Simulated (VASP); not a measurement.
# Cr (Im-3m) in VASP: a series of runs

Cr is run at these levels: PBEsol; tasks: single point.

Program: VASP 6.6.1. These are calculated values, not measurements. Logs are shortened: lines on timing, memory, paths and dates and some standing lists are left out, and cuts for length are marked.

### Step 1. The cell of the first run

Symmetry: Im-3m, No. 229, cubic system. Conventional cell: a = 2.884 Å, b = 2.884 Å, c = 2.884 Å, α = 90.00°, β = 90.00°, γ = 90.00°. Cr (site symmetry m-3m) has 14 Cr at 2.50 to 2.88 Å within 3.3 Å.

### Step 2. Single point, PBEsol, collinear spin, ferromagnetic start

The input, INCAR:

```
SYSTEM = Cr
ALGO = Normal
EDIFF = 1E-6
ENCUT = 520
GGA = PS
ISIF = 2
ISMEAR = 0
ISPIN = 2
LASPH = .TRUE.
LCHARG = .FALSE.
LMAXMIX = 4
LORBIT = 11
LREAL = .FALSE.
LWAVE = .FALSE.
MAGMOM = 3
NBANDS = 16
NELM = 150
PREC = Accurate
SIGMA = 0.1
```

The input, KPOINTS:

```
k-points
0
G
  8 8 8
  0 0 0
```

The input, POSCAR:

```
Cr
1.0
   -1.4419500000      1.4419500000      1.4419500000
    1.4419500000     -1.4419500000      1.4419500000
    1.4419500000      1.4419500000     -1.4419500000
Cr
1
Direct
    0.0000000000      0.0000000000      0.0000000000
```

Potentials or basis: VASP PAW PBE potentials, release 64 (Cr_pv).

Run with:

```
> cat potpaw_PBE.64/Cr_pv/POTCAR > POTCAR
> mpirun -np 1 vasp_std > vasp.out
```

OUTCAR:

```text
SYSTEM = Cr
   EDIFF = 1E-6
   ENCUT = 520
   GGA = PS
   ISIF = 2
   ISMEAR = 0
   ISPIN = 2
   LASPH = .TRUE.
   LORBIT = 11
   LREAL = .FALSE.
   NELM = 150
   PREC = Accurate

 ion  position               nearest neighbor table
   1  0.000  0.000  0.000-

  LATTYP: Found a body centered cubic cell.
 ALAT       =     2.8839000000

  Lattice vectors:

 A1 = (  -1.4419500000,   1.4419500000,   1.4419500000)
 A2 = (   1.4419500000,  -1.4419500000,   1.4419500000)
 A3 = (   1.4419500000,   1.4419500000,  -1.4419500000)

Analysis of symmetry for initial positions (statically):
=====================================================================
 Subroutine PRICEL returns:
 Original cell was already a primitive cell.

 Routine SETGRP: Setting up the symmetry group for a
 body centered cubic supercell.

 Subroutine GETGRP returns: Found 48 space group operations
 (whereof 48 operations were pure point group operations)
 out of a pool of 48 trial point group operations.

The static configuration has the point symmetry O_h .

Analysis of symmetry for dynamics (positions and initial velocities):
=====================================================================
 Subroutine PRICEL returns:
 Original cell was already a primitive cell.

 Routine SETGRP: Setting up the symmetry group for a
 body centered cubic supercell.

 Subroutine GETGRP returns: Found 48 space group operations
 (whereof 48 operations were pure point group operations)
 out of a pool of 48 trial point group operations.

The dynamic configuration has the point symmetry O_h .

Analysis of structural, dynamic, and magnetic symmetry:
=====================================================================
 Subroutine PRICEL returns:
 Original cell was already a primitive cell.

 Routine SETGRP: Setting up the symmetry group for a
 body centered cubic supercell.

 Subroutine GETGRP returns: Found 48 space group operations
 (whereof 48 operations were pure point group operations)
 out of a pool of 48 trial point group operations.

The overall configuration has the point symmetry O_h .

 Subroutine INISYM returns: Found 48 space group operations
 (whereof 48 operations are pure point group operations),
 and found     1 'primitive' translations

----------------------------------------------------------------------------------------

                                     Primitive cell

  volume of cell :      11.9925

  direct lattice vectors                    reciprocal lattice vectors
    -1.441950000  1.441950000  1.441950000     0.000000000  0.346752661  0.346752661
     1.441950000 -1.441950000  1.441950000     0.346752661  0.000000000  0.346752661
     1.441950000  1.441950000 -1.441950000     0.346752661  0.346752661  0.000000000

  length of vectors
     2.497530662  2.497530662  2.497530662     0.490382316  0.490382316  0.490382316

  position of ions in fractional coordinates (direct lattice)
     0.000000000  0.000000000  0.000000000

  ion indices of the primitive-cell ions
   primitive index   ion index
                 1           1

----------------------------------------------------------------------------------------

 KPOINTS: k-points

Automatic generation of k-mesh.
 Grid dimensions read from file:
 generate k-points for:    8    8    8

 Generating k-lattice:

  Cartesian coordinates                     Fractional coordinates (reciprocal lattice)
     0.000000000  0.043344083  0.043344083     0.125000000  0.000000000  0.000000000
     0.043344083  0.000000000  0.043344083     0.000000000  0.125000000  0.000000000
     0.043344083  0.043344083  0.000000000     0.000000000  0.000000000  0.125000000

  Length of vectors
     0.061297790  0.061297790  0.061297790

  Shift w.r.t. Gamma in fractional coordinates (k-lattice)
     0.000000000  0.000000000  0.000000000

 Subroutine IBZKPT returns following result:
 ===========================================

 Found     29 irreducible k-points:

 Following reciprocal coordinates:
            Coordinates               Weight
  0.000000  0.000000  0.000000      1.000000
  0.125000  0.000000  0.000000     12.000000
  0.250000  0.000000  0.000000     12.000000
  0.375000  0.000000  0.000000     12.000000
  0.500000  0.000000  0.000000      6.000000
  0.125000  0.125000  0.000000     24.000000
[... 16 lines left out ...]
 -0.250000  0.250000  0.250000      6.000000
 -0.375000  0.375000  0.250000     24.000000
 [... further k-points ...]
   k-points           NKPTS =     29   k-points in BZ     NKDIM =     29   number of bands    NBANDS=     16
   number of dos      NEDOS =    301   number of ions     NIONS =      1
   total plane-waves  NPLWV =   8000
   dimension x,y,z NGX =    20 NGY =   20 NGZ =   20
   dimension x,y,z NGXF=    40 NGYF=   40 NGZF=   40
   ions per type =               1
   NGX,Y,Z   is equivalent  to a cutoff of  13.31, 13.31, 13.31 a.u.
   NGXF,Y,Z  is equivalent  to a cutoff of  26.63, 26.63, 26.63 a.u.
 SYSTEM =  Cr
   PREC   = accura    normal or accurate (medium, high low for compatibility)
   ISTART =      0    job   : 0-new  1-cont  2-samecut
   ICHARG =      2    charge: 1-file 2-atom 10-const
   ISPIN  =      2    spin polarized calculation?
   LNONCOLLINEAR =      F non collinear calculations
   LSORBIT =      F    spin-orbit coupling
   LASPH  =      T    aspherical Exc in radial PAW
   ENCUT  =  520.0 eV  38.22 Ry    6.18 a.u.   4.64  4.64  4.64*2*pi/ulx,y,z
   NELM   =    150;   NELMIN=  2; NELMDL= -5     # of ELM steps
   EDIFF  = 0.1E-05   stopping-criterion for ELM
   LREAL  =      F    real-space projection
   EDIFFG = 0.1E-04   stopping-criterion for IOM
   NSW    =      0    number of steps for IOM
   IBRION =     -1    ionic relax: 0-MD 1-quasi-New 2-CG
   NFREE  =      0    steps in history (QN), initial steepest desc. (CG)
   ISIF   =      2    stress and relaxation
   ISYM   =      2    0-nonsym 1-usesym 2-fastsym
   POTIM  = 0.5000    time-step for ionic-motion
   TEBEG  =    0.0;   TEEND  =   0.0 temperature during run
   PSTRESS=    0.0 pullay stress
   NELECT =      12.0000    total number of electrons
   NUPDOWN=      -1.0000    fix difference up-down
   EMIN   =  10.00;   EMAX   =-10.00  energy-range for DOS
   EFERMI =   0.00;   METHOD = LEGACY
   ISMEAR =     0;   SIGMA  =   0.10  broadening in eV -4-tet -1-fermi 0-gaus
   EFERMI_NEDOS =   21; number of points for ismear=-14 and -15
   IALGO  =     38    algorithm
   IMIX   =      4    mixing-type and parameters
     AMIX     =   0.40;   BMIX     =  1.00
     AMIX_MAG =   1.60;   BMIX_MAG =  1.00
  volume/ion in A,a.u.               =      11.99        80.93
  Fermi-wavevector in a.u.,A,eV,Ry     =   1.637439  3.094310 36.480015  2.681205
  Thomas-Fermi vector in A             =   2.728578
   LORBIT       =     11    0 simple, 1 ext, 2 COOP (PROOUT), +10 PAW based schemes
   GGA     = PS    functional components
   LHFCALC =     F    Hartree Fock is set to
   AEXX    =    0.0000 exact exchange contribution
   IVDW    =     0    specifies the selected vdW correction
   LEPSILON=     F    determine dielectric tensor
   LRPA    =     F    only Hartree local field effects (RPA)
 spin polarized calculation
 Gauss-broadening in eV      SIGMA  =   0.10
  energy-cutoff  :      520.00
  volume of cell :       11.99
 maximum number of plane-waves:       336
   NGX =  9   NGY =  9   NGZ =  9

 number of electron      11.9999992 magnetization       0.0005237

 number of electron      11.9999992 magnetization      -0.0005700

 Free energy of the ion-electron system (eV)
  ---------------------------------------------------
  ext. energy  EPLUGINS =         0.00000000
  ---------------------------------------------------
  free energy    TOTEN  =       -10.18957424 eV

  energy without entropy =      -10.18916038  energy(sigma->0) =      -10.18936731

 E-fermi :  10.1189     XC(G=0): -13.6184

 val. band max:        9.9509297448   @ k =  -0.3750   0.5000   0.2500
 cond. band min:      10.2798685349   @ k =  -0.2500   0.2500   0.1250
 fundamental gap:      0.3289387902
 Fermi energy:        10.1189435764

 spin component 1

 k-point     1 :       0.0000    0.0000    0.0000
  band No.  band energies     occupation
      1     -32.3664      1.00000
      2     -32.3664      1.00000
      3     -32.3664      1.00000
      4       2.5532      1.00000
      5       9.4130      1.00000
      6       9.4130      1.00000
[... 8 lines left out ...]
     15      39.4475      0.00000
     16      43.6143      0.00000

 k-point     2 :       0.1250    0.0000    0.0000
  band No.  band energies     occupation
      1     -32.4913      1.00000
      2     -32.4051      1.00000
      3     -32.3670      1.00000
      4       3.2014      1.00000
      5       9.1748      1.00000
      6       9.3494      1.00000
[... 8 lines left out ...]
     15      39.5243      0.00000
     16      39.6606      0.00000

 k-point     3 :       0.2500    0.0000    0.0000
  band No.  band energies     occupation
      1     -32.7860      1.00000
      2     -32.4978      1.00000
      3     -32.3687      1.00000
      4       4.8098      1.00000
      5       8.6355      1.00000
      6       9.1016      1.00000
[... 8 lines left out ...]
     15      38.0518      0.00000
     16      39.4111      0.00000

 k-point     4 :       0.3750    0.0000    0.0000
  band No.  band energies     occupation
      1     -33.0717      1.00000
      2     -32.5893      1.00000
      3     -32.3705      1.00000
      4       5.9370      1.00000
      5       8.1393      1.00000
      6       9.9141      0.99811
[... 8 lines left out ...]
     15      37.9736      0.00000
     16      42.2754      0.00000
[... 324 lines left out ...]
 k-point    22 :       0.2500    0.2500    0.2500
  band No.  band energies     occupation
      1     -32.7719      1.00000
      2     -32.7719      1.00000
      3     -32.7719      1.00000
      4       8.0441      1.00000
      5       8.0441      1.00000
      6       8.0441      1.00000
[... 8 lines left out ...]
     15      45.6906      0.00000
     16      45.6906      0.00000

 k-point    23 :      -0.2500    0.2500    0.2500
  band No.  band energies     occupation
      1     -32.8018      1.00000
      2     -32.6411      1.00000
      3     -32.6411      1.00000
      4       6.3884      1.00000
      5       8.5572      1.00000
      6       9.8941      0.99926
[... 8 lines left out ...]
     15      42.7815      0.00000
     16      42.7815      0.00000

 k-point    24 :      -0.3750    0.3750    0.2500
  band No.  band energies     occupation
      1     -32.9738      1.00000
      2     -32.7408      1.00000
      3     -32.6654      1.00000
      4       7.0063      1.00000
      5       7.6816      1.00000
      6       9.9080      0.99857
[... 8 lines left out ...]
     15      41.4436      0.00000
     16      41.7935      0.00000

 [... further k-points ...]

 spin component 2

 k-point     1 :       0.0000    0.0000    0.0000
  band No.  band energies     occupation
      1     -32.3668      1.00000
      2     -32.3668      1.00000
      3     -32.3668      1.00000
      4       2.5527      1.00000
      5       9.4124      1.00000
      6       9.4124      1.00000
[... 8 lines left out ...]
     15      39.4472      0.00000
     16      43.6137      0.00000

 k-point     2 :       0.1250    0.0000    0.0000
  band No.  band energies     occupation
      1     -32.4917      1.00000
      2     -32.4055      1.00000
      3     -32.3675      1.00000
      4       3.2009      1.00000
      5       9.1742      1.00000
      6       9.3488      1.00000
[... 8 lines left out ...]
     15      39.5239      0.00000
     16      39.6603      0.00000

 k-point     3 :       0.2500    0.0000    0.0000
  band No.  band energies     occupation
      1     -32.7864      1.00000
      2     -32.4982      1.00000
      3     -32.3692      1.00000
      4       4.8093      1.00000
      5       8.6349      1.00000
      6       9.1011      1.00000
[... 8 lines left out ...]
     15      38.0514      0.00000
     16      39.4107      0.00000

 k-point     4 :       0.3750    0.0000    0.0000
  band No.  band energies     occupation
      1     -33.0721      1.00000
      2     -32.5897      1.00000
      3     -32.3709      1.00000
      4       5.9366      1.00000
      5       8.1387      1.00000
      6       9.9137      0.99815
[... 8 lines left out ...]
     15      37.9732      0.00000
     16      42.2750      0.00000
[... 324 lines left out ...]
 k-point    22 :       0.2500    0.2500    0.2500
  band No.  band energies     occupation
      1     -32.7723      1.00000
      2     -32.7723      1.00000
      3     -32.7723      1.00000
      4       8.0435      1.00000
      5       8.0435      1.00000
      6       8.0435      1.00000
[... 8 lines left out ...]
     15      45.6899      0.00000
     16      45.6899      0.00000

 k-point    23 :      -0.2500    0.2500    0.2500
  band No.  band energies     occupation
      1     -32.8022      1.00000
      2     -32.6415      1.00000
      3     -32.6415      1.00000
      4       6.3880      1.00000
      5       8.5571      1.00000
      6       9.8934      0.99929
[... 8 lines left out ...]
     15      42.7810      0.00000
     16      42.7810      0.00000

 k-point    24 :      -0.3750    0.3750    0.2500
  band No.  band energies     occupation
      1     -32.9742      1.00000
      2     -32.7412      1.00000
      3     -32.6658      1.00000
      4       7.0060      1.00000
      5       7.6814      1.00000
      6       9.9074      0.99861
[... 8 lines left out ...]
     15      41.4435      0.00000
     16      41.7929      0.00000

 [... further k-points ...]
[... 5 lines left out ...]
  --------------------------------------------------------------------------------------
  -------------------------------------------------------------------------------------
  Total       -1.3385471     -1.3385471     -1.3385471      0.0000000      0.0000000      0.0000000
  in kB     -178.8272243   -178.8272243   -178.8272243      0.0000000      0.0000000      0.0000000
  external PRESSURE =    -178.8272243 kB  Pullay stress =       0.0000000 kB

 VOLUME and BASIS-vectors are now :
 -----------------------------------------------------------------------------
  energy-cutoff  :      520.00
  volume of cell :       11.99
      direct lattice vectors                 reciprocal lattice vectors
    -1.441950000  1.441950000  1.441950000     0.000000000  0.346752661  0.346752661
     1.441950000 -1.441950000  1.441950000     0.346752661  0.000000000  0.346752661
     1.441950000  1.441950000 -1.441950000     0.346752661  0.346752661  0.000000000

 POSITION                                       TOTAL-FORCE (eV/Angst)
 -----------------------------------------------------------------------------------
      0.00000      0.00000      0.00000        -0.000000      0.000000     -0.000000
 -----------------------------------------------------------------------------------
    total drift:                                0.000000     -0.000000      0.000000

  FREE ENERGIE OF THE ION-ELECTRON SYSTEM (eV)
  ---------------------------------------------------
  free  energy   TOTEN  =       -10.1895742390 eV

  energy  without entropy=      -10.1891603784  energy(sigma->0) =      -10.18936731

 total charge

# of ion       s       p       d       tot
------------------------------------------
    1        0.419   6.392   4.160  10.971

 magnetization (x)

# of ion       s       p       d       tot
------------------------------------------
    1        0.000  -0.000   0.000   0.000
```

Run time: 8.1 s. Hardware: 1 thread of AMD EPYC 9R45 (Zen 5), shared host; peak memory 0.1 GiB.

Results:

```yaml
Free_energy: -10.1896 eV
Pressure: -17.9 GPa
Band_gap_on_the_k_mesh: zero (filled and empty bands overlap)
Net_moment: 0.00 μB per cell
Valence_electrons_inside_the_program's_atomic_spheres: Cr 10.97
```

Levels at points of the mesh, in eV from the Fermi level:
Spin up:
```
           k point  band 4  band 5  band 6  band 7  band 8  band 9
(0.00, 0.00, 0.00)   -7.57   -0.71   -0.71   -0.71    1.22    1.22
(0.50, 0.00, 0.00)   -4.10   -2.17    1.20    1.22    1.53    2.86
(0.50, 0.50, 0.50)   -3.95   -3.95    2.49    2.49    2.49    7.19
```
Spin down:
```csv
k point,band 3,band 4,band 5,band 6,band 7,band 8,band 9,band 10
"(0.00, 0.00, 0.00)",-42.49,-7.57,-0.71,-0.71,-0.71,1.22,1.22,7.19
"(0.50, 0.00, 0.00)",-42.49,-4.10,-2.18,1.20,1.22,1.53,2.86,7.19
"(0.50, 0.50, 0.50)",-43.05,-3.95,-3.95,2.49,2.49,2.49,7.19,10.41
```

Caveat: the k points lie up to 0.39 Å⁻¹ apart; the starting moments collapsed, and a magnetic state may lie lower; the PAW data sets were made with another functional, which shifts forces and pressure a little.

(Part 1 of 2 ends here.)
